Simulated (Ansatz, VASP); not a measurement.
**RuC2: VASP beside Ansatz**

```xyz
3
Lattice="-1.3800 1.3800 3.3572 1.3800 -1.3800 3.3572 1.3800 1.3800 -3.3572" Properties=species:S:1:pos:R:3 pbc="T T T"
Ru    0.0000    0.0000    0.0000
C     0.0000    0.0000    4.5446
C     0.0000    0.0000    2.1699
```

Alike in both runs: functional PBE; k mesh 24 × 24 × 24; occupations gaussian, width 0.1 eV; no spin polarisation.

Ansatz relaxed the structure, and its values are those at the end. VASP's run is a single point on that final structure, the one shown.

```csv
,VASP,Ansatz
version,VASP 6.6.1,Ansatz 0.2.0
potentials or method,"VASP PAW PBE potentials, release 64 (Ru_pv, C), cutoff 520 eV","scalar-relativistic, plane waves, PAW"
valence electrons in the cell,22,24
```

|  | VASP | Ansatz | Ansatz less VASP |
| --- | --- | --- | --- |
| gap on the k mesh at the Fermi level (eV) | none | none | - |
| pressure (GPa) | 0.1 | 0.0 | -0.13 |
| rms of the force components (eV/Å) | 0.003 | 0.000 | -0.0028 |

A gap of «none» marks a metal or a gap that the smearing closes. With one functional, cell and mesh, what is left measures potentials, basis and numerics. VASP's potentials hold 22 valence electrons a cell and Ansatz's 24, so a difference there can come from the potentials and not from the codes.
